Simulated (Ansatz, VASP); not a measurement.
## Two plane-wave programs on CdTe

```xyz
2
Lattice="3.1936 0.0000 0.0000 -1.5968 2.7658 0.0000 0.0000 0.0000 6.4428" Properties=species:S:1:pos:R:3 pbc="T T T"
Cd    0.0000    0.0000    3.2214
Te    0.0000    0.0000    0.0000
```

Alike in both runs: functional PBE; k mesh 18 × 18 × 10; occupations gaussian, width 0.1 eV; no spin polarisation.

Ansatz relaxed the structure, and its values are those at the end. VASP's run is a single point on that final structure, the one shown.

|  | VASP | Ansatz |
| --- | --- | --- |
| version | VASP 6.6.1 | Ansatz 0.2.0 |
| potentials or method | VASP PAW PBE potentials, release 64 (Cd, Te), cutoff 520 eV | scalar-relativistic, plane waves, PAW |
| valence electrons in the cell | 18 | 36 |

|  | VASP | Ansatz | Ansatz less VASP |
| --- | --- | --- | --- |
| gap on the k mesh at the Fermi level (eV) | none | none | - |
| pressure (GPa) | 0.0 | 0.0 | -0.04 |

A gap of «none» marks a metal or a gap that the smearing closes. VASP's potentials hold 18 valence electrons a cell and Ansatz's 36, so a difference there can come from the potentials and not from the codes.

Spin-orbit coupling is off throughout.
